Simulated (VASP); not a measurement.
Set up this calculation in VASP 6.6.1, as the native input.

```
Task                   : electric field gradients
Functional             : PBE
Potentials or basis    : VASP PAW PBE potentials, release 64 (Zr_sv)
Cutoff                 : 520 eV
k mesh                 : 13 × 13 × 7
Occupations            : fermi-dirac, width 0.08 eV
Spin                   : no spin polarisation
Dipole correction      : no
Further INCAR settings : ALGO = Normal; EDIFF = 1e-08; NBANDS = 19
```

The structure of Zr lies in POSCAR:

```
Zr
1.0
    3.2745293923      0.0000000000      0.0000000000
   -1.6372646961      2.8358256391      0.0000000000
    0.0000000000      0.0000000000      5.2147314515
Zr
2
Direct
    0.3333333333      0.6666666667      0.2500000000
    0.6666666667      0.3333333333      0.7500000000
```

These files were run (other wordings do the same):

INCAR

```
PREC = Accurate
ENCUT = 520
EDIFF = 1E-8
ISMEAR = -1
SIGMA = 0.08
LREAL = F
LASPH = T
NELM = 60
ALGO = Normal
ISIF = 2
LWAVE = F
LCHARG = F
GGA = PE
LEFG = T
NBANDS = 19
```

KPOINTS

```
regular mesh
0
Gamma
  13 13 7
```

Potentials or basis: VASP PAW PBE potentials, release 64 (Zr_sv).

Command:

```console
$ cat potpaw_PBE.64/Zr_sv/POTCAR > POTCAR
$ mpirun -np 1 vasp_std > vasp.out
```

Results of the run:

| Item | Value |
| --- | --- |
| Pressure | -3.0 GPa |
| Band gap on the k mesh | zero (bands 12 and 13 overlap by 1.11 eV) |
| Largest electric field gradient by atom | Zr +38.1 V/Å² |

Caveat: the cell stands under tension; without QUAD_EFG the Cq values of the log hold for a quadrupole moment of 1 mb, not for the nuclei.

Run time: 120 s on 1 thread of Intel Xeon 8259CL, on a shared host, peak memory 0.2 GiB.
